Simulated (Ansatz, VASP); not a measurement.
# Au: VASP beside Ansatz

```
Au
1.0
    -1.60344    1.60344    1.60344
     1.60344   -1.60344    1.60344
     1.60344    1.60344   -1.60344
Au
1
Direct
  0.00000 0.00000 0.00000
```

Alike in both runs: functional LDA; k mesh 18 × 18 × 18; occupations fermi-dirac, width 0.05 eV; non-collinear spin, spin-orbit coupling.

Ansatz relaxed the structure, and its values are those at the end. VASP's run is a single point on that final structure, the one shown.

```csv
,VASP,Ansatz
version,VASP 6.6.1,Ansatz 0.2.0
potentials or method,"VASP PAW LDA potentials, release 64 (Au), cutoff 520 eV",all-electron LAPW
```

VASP gave:

```
pressure (GPa)           : 0.8
net moment per atom (μB) : 0.00
```

Q: Estimate Ansatz's values.

A: Pressure (GPa): 0.0; net moment per atom (μB): 0.00.

LDA's correlation is that of Perdew and Zunger in VASP and of Perdew and Wang (1992) in Ansatz. Ansatz ran all-electron here, and VASP with PAW potentials.
